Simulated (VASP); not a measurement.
# BiTe (F-43m) in VASP: further runs, part 2 of 2

VASP 6.6.1. Earlier steps stand in the parts before.

### 4 Single point, r2SCAN (47.14 Å³/atom)

This run uses another cell than the first one, of 47.14 Å³/atom.

File POSCAR:

```
BiTe
1.0
    0.0000000000      3.6123750331      3.6123750331
    3.6123750331      0.0000000000      3.6123750331
    3.6123750331      3.6123750331      0.0000000000
Bi Te
1 1
Direct
    0.0000000000      0.0000000000      0.0000000000
    0.2500000000      0.2500000000      0.2500000000
```

File INCAR.step1:

```
SYSTEM = BiTe
ALGO = Normal
EDIFF = 1E-4
ENCUT = 520
GGA = PE
ISMEAR = 0
LASPH = .TRUE.
LCHARG = .FALSE.
LREAL = .FALSE.
LWAVE = .TRUE.
NBANDS = 18
NELM = 60
PREC = Accurate
SIGMA = 0.05
```

File INCAR.step2:

```
SYSTEM = BiTe
ALGO = Normal
EDIFF = 1E-6
ENCUT = 520
ISIF = 2
ISMEAR = 0
ISTART = 1
LASPH = .TRUE.
LCHARG = .FALSE.
LMIXTAU = .TRUE.
LREAL = .FALSE.
LWAVE = .FALSE.
METAGGA = R2SCAN
NBANDS = 18
NELM = 60
PREC = Accurate
SIGMA = 0.05
```

File KPOINTS:

```
k-points
0
G
  8 8 8
  0 0 0
```

Launch:

```console
> cat potpaw_PBE.64/Bi_d/POTCAR potpaw_PBE.64/Te/POTCAR > POTCAR
> cp INCAR.step1 INCAR
> mpirun -np 1 vasp_std > vasp.out
> cp INCAR.step2 INCAR
> mpirun -np 1 vasp_std > vasp.out
```

Wall time 2 min (1 thread of Intel Xeon Platinum 8488C (Sapphire Rapids), shared host); peak memory 0.28 GiB.

The run converged. Its results:

```yaml
Free_energy: -83.4181 eV
Pressure: -0.4 GPa
Band_gap_on_the_k_mesh: zero (an odd number of electrons rules out a gap without spin polarisation)
```

Levels at points of the mesh, in eV from the Fermi level:
| k point | band 9 | band 10 | band 11 | band 12 | band 13 | band 14 |
| --- | --- | --- | --- | --- | --- | --- |
| (0.00, 0.00, 0.00) | -3.00 | -3.00 | -0.22 | -0.22 | -0.22 | 3.20 |
| (0.50, 0.00, 0.00) | -3.63 | -3.56 | 0.75 | 0.75 | 2.28 | 5.05 |
| (0.50, 0.50, 0.00) | -4.34 | -2.01 | -1.02 | 2.80 | 2.80 | 4.90 |

Caveat: the PAW data sets were made with another functional, which shifts forces and pressure a little; spin-orbit coupling is left out, which moves the levels of the heavy elements; an odd number of electrons without spin polarisation forces a metal; a magnetic or distorted state may lie lower.

### 5 Single point, r2SCAN

This run uses another cell than the first one, of 47.33 Å³/atom.

File POSCAR:

```
BiTe
1.0
    0.0000000000      3.6172044172      3.6172044172
    3.6172044172      0.0000000000      3.6172044172
    3.6172044172      3.6172044172      0.0000000000
Bi Te
1 1
Direct
    0.0000000000      0.0000000000      0.0000000000
    0.2500000000      0.2500000000      0.2500000000
```

File INCAR.step1:

```
SYSTEM = BiTe
  PREC = Accurate
  ENCUT = 520
  ISMEAR = 0
  SIGMA = 0.05
  LREAL = .FALSE.
  LASPH = .TRUE.
  NELM = 100
  NBANDS = 18
  GGA = PE
  ALGO = Normal
  EDIFF = 1E-4
  LWAVE = .TRUE.
  LCHARG = .FALSE.
```

File INCAR.step2:

```
SYSTEM = BiTe
  PREC = Accurate
  ENCUT = 520
  EDIFF = 1E-6
  ISMEAR = 0
  SIGMA = 0.05
  LREAL = .FALSE.
  LASPH = .TRUE.
  NELM = 100
  ALGO = Normal
  ISIF = 2
  LWAVE = .FALSE.
  LCHARG = .FALSE.
  METAGGA = R2SCAN
  LMIXTAU = .TRUE.
  NBANDS = 18
  ISTART = 1
```

File KPOINTS:

```
regular mesh
0
G
  8 8 8
  0 0 0
```

Launch:

```console
> cat potpaw_PBE.64/Bi_d/POTCAR potpaw_PBE.64/Te/POTCAR > POTCAR
> cp INCAR.step1 INCAR
> mpirun -np 1 vasp_std > vasp.out
> cp INCAR.step2 INCAR
> mpirun -np 1 vasp_std > vasp.out
```

Run time: 2.2 min. Hardware: 1 thread of Intel Xeon Platinum 8488C (Sapphire Rapids), shared host; peak memory 0.27 GiB.

It converged, with:

| Property | Result |
| --- | --- |
| Free energy | -83.4171 eV |
| Pressure | -0.5 GPa |
| Band gap on the k mesh | zero (an odd number of electrons rules out a gap without spin polarisation) |

Levels at points of the mesh, in eV from the Fermi level:
```csv
k point,band 7,band 8,band 9,band 10,band 11,band 12,band 13,band 14,band 15,band 16
"(0.00, 0.00, 0.00)",-8.98,-2.99,-2.99,-2.99,-0.22,-0.22,-0.22,3.21,6.28,6.28
"(0.50, 0.00, 0.00)",-10.74,-3.62,-3.62,-3.55,0.75,0.75,2.26,5.05,5.72,6.53
"(0.50, 0.50, 0.00)",-11.77,-4.32,-4.32,-2.00,-1.01,2.79,2.79,4.90,5.72,7.94
```

Caveat: the PAW data sets were made with another functional, which shifts forces and pressure a little; spin-orbit coupling is left out, which moves the levels of the heavy elements; an odd number of electrons without spin polarisation forces a metal; a magnetic or distorted state may lie lower.

### 6 Single point, r2SCAN (47.47 Å³/atom)

This run uses another cell than the first one, of 47.47 Å³/atom.

File POSCAR:

```
BiTe
1.0
    0.0000000000      3.6207773953      3.6207773953
    3.6207773953      0.0000000000      3.6207773953
    3.6207773953      3.6207773953      0.0000000000
Bi Te
1 1
Direct
    0.0000000000      0.0000000000      0.0000000000
    0.2500000000      0.2500000000      0.2500000000
```

File INCAR.step1:

```
SYSTEM = BiTe
PREC     = Accurate       ! precision mode
ENCUT    = 520            ! plane-wave cutoff, eV
ISMEAR   = 0              ! smearing method
SIGMA    = 0.05           ! smearing width, eV
LREAL    = .FALSE.        ! projectors in reciprocal space
LASPH    = .TRUE.         ! aspherical terms in the spheres
NELM     = 80             ! most SCF steps
NBANDS   = 18             ! bands
GGA      = PE             ! functional
ALGO     = Normal         ! electronic algorithm
EDIFF    = 1E-4           ! SCF threshold, eV
LWAVE    = .TRUE.         ! write WAVECAR
LCHARG   = .FALSE.        ! write CHGCAR
```

File INCAR.step2:

```
SYSTEM = BiTe
PREC     = Accurate       ! precision mode
ENCUT    = 520            ! plane-wave cutoff, eV
EDIFF    = 1E-7           ! SCF threshold, eV
ISMEAR   = 0              ! smearing method
SIGMA    = 0.05           ! smearing width, eV
LREAL    = .FALSE.        ! projectors in reciprocal space
LASPH    = .TRUE.         ! aspherical terms in the spheres
NELM     = 80             ! most SCF steps
ALGO     = Normal         ! electronic algorithm
ISIF     = 2              ! what is computed and relaxed
LWAVE    = .FALSE.        ! write WAVECAR
LCHARG   = .FALSE.        ! write CHGCAR
METAGGA  = R2SCAN         ! meta-GGA
LMIXTAU  = .TRUE.       
NBANDS   = 18             ! bands
ISTART   = 1
```

KPOINTS is that of step 5.

Potentials or basis: VASP PAW PBE potentials, release 64 (Bi_d, Te).

Launch:

```console
> cat potpaw_PBE.64/Bi_d/POTCAR potpaw_PBE.64/Te/POTCAR > POTCAR
> cp INCAR.step1 INCAR
> mpirun -np 1 vasp_std > vasp.out
> cp INCAR.step2 INCAR
> mpirun -np 1 vasp_std > vasp.out
```

OUTCAR:

```text
SYSTEM = BiTe
   PREC = Accurate
   ENCUT = 520
   EDIFF = 1E-7
   ISMEAR = 0
   LREAL = .FALSE.
   LASPH = .TRUE.
   NELM = 80
   ISIF = 2
   METAGGA = R2SCAN
   ISTART = 1

 ion  position               nearest neighbor table
   1  0.000  0.000  0.000-   2 3.14   2 3.14   2 3.14   2 3.14
   2  0.250  0.250  0.250-   1 3.14   1 3.14   1 3.14   1 3.14

  LATTYP: Found a face centered cubic cell.
 ALAT       =     7.2415547906

  Lattice vectors:

 A1 = (   0.0000000000,   3.6207773953,   3.6207773953)
 A2 = (   3.6207773953,   0.0000000000,   3.6207773953)
 A3 = (   3.6207773953,   3.6207773953,   0.0000000000)

Analysis of symmetry for initial positions (statically):
=====================================================================
 Subroutine PRICEL returns:
 Original cell was already a primitive cell.

 Routine SETGRP: Setting up the symmetry group for a
 face centered cubic supercell.

 Subroutine GETGRP returns: Found 24 space group operations
 (whereof 24 operations were pure point group operations)
 out of a pool of 48 trial point group operations.

The static configuration has the point symmetry T_d .
[... 158 lines left out ...]
  free energy    TOTEN  =       -83.41618742 eV

  energy without entropy =      -83.41184130  energy(sigma->0) =      -83.41401436

 E-fermi :   3.7620     XC(G=0):  -8.2213

 val. band max:        3.7443051712   @ k =  -0.1250   0.1250   0.0000
 cond. band min:       3.7957205864   @ k =  -0.2500   0.5000   0.2500
 fundamental gap:      0.0514154152
 Fermi energy:         3.7619913512

 k-point     1 :       0.0000    0.0000    0.0000
  band No.  band energies     occupation
      1     -20.4752      2.00000
      2     -20.4752      2.00000
      3     -20.4752      2.00000
      4     -20.4614      2.00000
      5     -20.4614      2.00000
      6      -9.9532      2.00000
[... 481 lines left out ...]
      5     -20.4609      2.00000
      6      -8.8056      2.00000
[... 10 lines left out ...]
     17      10.8471      0.00000
     18      12.7407      0.00000

 [... further k-points ...]

------------------------ aborting loop because EDIFF is reached ----------------------------------------

  FORCE on cell =-STRESS in cart. coord.  units (eV):
  Direction    XX          YY          ZZ          XY          YZ          ZX
  --------------------------------------------------------------------------------------
  -------------------------------------------------------------------------------------
  Total       -0.3506082     -0.3506082     -0.3506082      0.0000000      0.0000000      0.0000000
  in kB       -5.9169399     -5.9169399     -5.9169399      0.0000000      0.0000000      0.0000000
  external PRESSURE =      -5.9169399 kB  Pullay stress =       0.0000000 kB

 VOLUME and BASIS-vectors are now :
 -----------------------------------------------------------------------------
  energy-cutoff  :      520.00
  volume of cell :       94.94
      direct lattice vectors                 reciprocal lattice vectors
     0.000000000  3.620777395  3.620777395    -0.138091892  0.138091892  0.138091892
     3.620777395  0.000000000  3.620777395     0.138091892 -0.138091892  0.138091892
     3.620777395  3.620777395  0.000000000     0.138091892  0.138091892 -0.138091892

 POSITION                                       TOTAL-FORCE (eV/Angst)
 -----------------------------------------------------------------------------------
      0.00000      0.00000      0.00000        -0.000000      0.000000      0.000000
      1.81039      1.81039      1.81039         0.000000     -0.000000     -0.000000
 -----------------------------------------------------------------------------------
    total drift:                               -0.000000     -0.000000     -0.000000

  FREE ENERGIE OF THE ION-ELECTRON SYSTEM (eV)
  ---------------------------------------------------
  free  energy   TOTEN  =       -83.4161874203 eV

  energy  without entropy=      -83.4118412999  energy(sigma->0) =      -83.41401436
```

OSZICAR.step1:

```text
N       E                     dE             d eps       ncg     rms          rms(c)
DAV:   1     0.155800252492E+03    0.15580E+03   -0.94312E+03  1044   0.102E+03
DAV:   2     0.579069288917E+01   -0.15001E+03   -0.14622E+03  1156   0.275E+02
DAV:   3    -0.638794668912E+01   -0.12179E+02   -0.12109E+02  1282   0.887E+01
DAV:   4    -0.672093449465E+01   -0.33299E+00   -0.33275E+00  1262   0.165E+01
DAV:   5    -0.673609944753E+01   -0.15165E-01   -0.15164E-01  1494   0.314E+00    0.648E+00
DAV:   6    -0.667540398529E+01    0.60695E-01   -0.20118E-01  1490   0.222E+00    0.429E+00
DAV:   7    -0.667660829987E+01   -0.12043E-02   -0.40610E-02  1146   0.848E-01    0.772E-01
DAV:   8    -0.667635582032E+01    0.25248E-03   -0.50258E-03  1172   0.404E-01    0.207E-01
DAV:   9    -0.667651577534E+01   -0.15996E-03   -0.71717E-04  1140   0.149E-01    0.706E-02
DAV:  10    -0.667651753846E+01   -0.17631E-05   -0.29368E-05   604   0.317E-02
   1 F= -.66765175E+01 E0= -.66746035E+01  d E =-.382811E-02
```

It took 2.4 min on 1 thread of Intel Xeon Platinum 8488C (Sapphire Rapids), shared host; peak memory 0.27 GiB.

What came out:

* Free energy: -83.4162 eV
* Pressure: -0.6 GPa
* Band gap on the k mesh: zero (an odd number of electrons rules out a gap without spin polarisation)

Levels at points of the mesh, in eV from the Fermi level:
| k point | band 8 | band 9 | band 10 | band 11 | band 12 | band 13 | band 14 | band 15 |
| --- | --- | --- | --- | --- | --- | --- | --- | --- |
| (0.00, 0.00, 0.00) | -2.98 | -2.98 | -2.98 | -0.21 | -0.21 | -0.21 | 3.21 | 6.29 |
| (0.50, 0.00, 0.00) | -3.61 | -3.61 | -3.55 | 0.75 | 0.75 | 2.25 | 5.05 | 5.72 |
| (0.50, 0.50, 0.00) | -4.31 | -4.31 | -2.00 | -1.01 | 2.78 | 2.78 | 4.89 | 5.71 |

Caveat: the PAW data sets were made with another functional, which shifts forces and pressure a little; spin-orbit coupling is left out, which moves the levels of the heavy elements; an odd number of electrons without spin polarisation forces a metal; a magnetic or distorted state may lie lower.

### 7 The runs side by side

```tsv
level	cell	smearing	gap on the mesh (eV)	pressure (GPa)
r2SCAN+D3(BJ)	a = 5.087 Å, angles 60.0°, 2 atoms	gaussian 0.05 eV	none	-0.6
r2SCAN+D3(BJ)	a = 5.087 Å, angles 60.0°, 2 atoms	methfessel-paxton 0.15 eV	none	-0.6
r2SCAN	a = 5.109 Å, angles 60.0°, 2 atoms	gaussian 0.05 eV	none	-0.4
r2SCAN	a = 5.115 Å, angles 60.0°, 2 atoms	gaussian 0.05 eV	none	-0.5
r2SCAN	a = 5.121 Å, angles 60.0°, 2 atoms	gaussian 0.05 eV	none	-0.6
```

Alike in all rows: task single point; potentials or basis VASP PAW PBE potentials, release 64 (Bi_d, Te); no spin polarisation; k mesh 8 × 8 × 8; cutoff (eV) 520.

Caveats: the PAW data sets were made with another functional, which shifts forces and pressure a little; spin-orbit coupling is left out, which moves the levels of the heavy elements; an odd number of electrons without spin polarisation forces a metal; a magnetic or distorted state may lie lower; three body term missing (at least some runs).

Absolute energies hang on the potentials; compare differences alone.

The gap in the log of VASP goes by the Fermi energy; the results here count the filled bands.